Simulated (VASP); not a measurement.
Set up this calculation in VASP 6.6.1, as the native input.

- Task: single point
- Functional: PBE
- Potentials or basis: VASP PAW PBE potentials, release 64 (Os, Rh_pv)
- Cutoff: 520 eV
- k mesh: 6 × 6 × 6
- Occupations: gaussian, width 0.1 eV
- Spin: no spin polarisation
- Dipole correction: no
- Further INCAR settings: ALGO = Normal; EDIFF = 1e-06; NBANDS = 18

The structure of OsRh lies in POSCAR:

```
OsRh
1.0
    1.3196913811      0.7619241741      4.2034614362
   -1.3196913811      0.7619241741      4.2034614362
    0.0000000000     -1.5238483483      4.2034614362
Os Rh
1 1
Direct
    0.0000000000      0.0000000000      0.0000000000
    0.5000000000      0.5000000000      0.5000000000
```

These files were run (other wordings do the same):

INCAR

```
SYSTEM = OsRh
PREC = Accurate ; ENCUT = 520
EDIFF = 1E-6 ; ISMEAR = 0
SIGMA = 0.1 ; LREAL = .False.
LASPH = .True. ; NELM = 100
ALGO = Normal ; ISIF = 2
LWAVE = .False. ; LCHARG = .False.
GGA = PE ; NBANDS = 18
```

KPOINTS

```
Automatic mesh
0
Gamma
  6 6 6
  0 0 0
```

Potentials or basis: VASP PAW PBE potentials, release 64 (Os, Rh_pv).

Command:

```console
$ cat potpaw_PBE.64/Os/POTCAR potpaw_PBE.64/Rh_pv/POTCAR > POTCAR
$ mpirun -np 1 vasp_std > vasp.out
```

Results of the run:

```
Pressure               : 48.5 GPa
Band gap on the k mesh : zero (an odd number of electrons rules out a gap without spin polarisation)
```

Caveat: the k points lie up to 0.47 Å⁻¹ apart, too coarse for converged energies and pressures of a metal; spin-orbit coupling is left out, which moves the levels of the heavy elements.

Run time: 21 s on 1 thread of Intel(R) Xeon(R) Platinum 8559C (Emerald Rapids), with other jobs on the host, peak memory 0.21 GiB.
